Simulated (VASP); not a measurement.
Set up this calculation in VASP 6.6.1, as the native input.

| Property | Result |
| --- | --- |
| Task | single point |
| Functional | PBE |
| Potentials or basis | VASP PAW PBE potentials, release 64 (Ti_sv, Te) |
| Cutoff | 520 eV |
| k mesh | 12 × 12 × 8 |
| Occupations | gaussian, width 0.1 eV |
| Spin | non-collinear spin, zero start, spin-orbit coupling |
| Starting moments | [[0.0, 0.0, 0.0], [0.0, 0.0, 0.0], [0.0, 0.0, 0.0]] μB |
| Dipole correction | no |
| Further INCAR settings | ALGO = Normal; EDIFF = 1e-06; NBANDS = 37 |

The structure of TiTe2 lies in POSCAR:

```
TiTe2
1.0
    3.7690233819     -0.0000000029      0.0000000000
   -1.8845116884      3.2640699976      0.0000000000
    0.0000000000      0.0000000000      6.8976564415
Ti Te
1 2
Direct
    0.0000000000      0.0000000000      0.0000000000
    0.6666666667      0.3333333333      0.2508710822
    0.3333333333      0.6666666667      0.7491289178
```

These files were run (other wordings do the same):

INCAR

```
SYSTEM = TiTe2
ALGO     = Normal         ! electronic algorithm
EDIFF    = 1E-6           ! SCF threshold, eV
ENCUT    = 520            ! plane-wave cutoff, eV
GGA      = PE             ! functional
GGA_COMPAT= .False.      
ISIF     = 2              ! what is computed and relaxed
ISMEAR   = 0              ! smearing method
KPAR     = 4            
LASPH    = .True.         ! aspherical terms in the spheres
LCHARG   = .False.        ! write CHGCAR
LMAXMIX  = 4              ! l up to which the mixer works
LNONCOLLINEAR= .True.         ! non-collinear magnetism
LORBIT   = 11             ! projections on sites
LORBMOM  = .True.       
LREAL    = .False.        ! projectors in reciprocal space
LSORBIT  = .True.         ! spin-orbit coupling
LWAVE    = .False.        ! write WAVECAR
MAGMOM   = 0 0 0 0 0 0 0 0 0 ! initial moments
NBANDS   = 37             ! bands
NELM     = 150            ! most SCF steps
PREC     = Accurate       ! precision mode
SIGMA    = 0.1            ! smearing width, eV
```

KPOINTS

```
k-points
0
Gamma
  12 12 8
  0 0 0
```

Potentials or basis: VASP PAW PBE potentials, release 64 (Ti_sv, Te).

Command:

```sh
$ cat potpaw_PBE.64/Ti_sv/POTCAR potpaw_PBE.64/Te/POTCAR > POTCAR
$ mpirun -np 4 vasp_ncl > vasp.out
```

It gave:

```
Pressure                                              : 0.1 GPa
Largest force                                         : 0.020 eV/Å
Net moment                                            : 0.00 μB per cell
Valence electrons inside the program's atomic spheres : Ti 10.14; Te 3.41
```

Caveat: this functional lacks dispersion, which binds layers or chains, so the pressure and a relaxed spacing across them are unreliable.

It took 8.9 min on 4 MPI ranks on Oxide Virtual Turin-like Processor, with other jobs on the host, peak memory 0.78 GiB a rank.
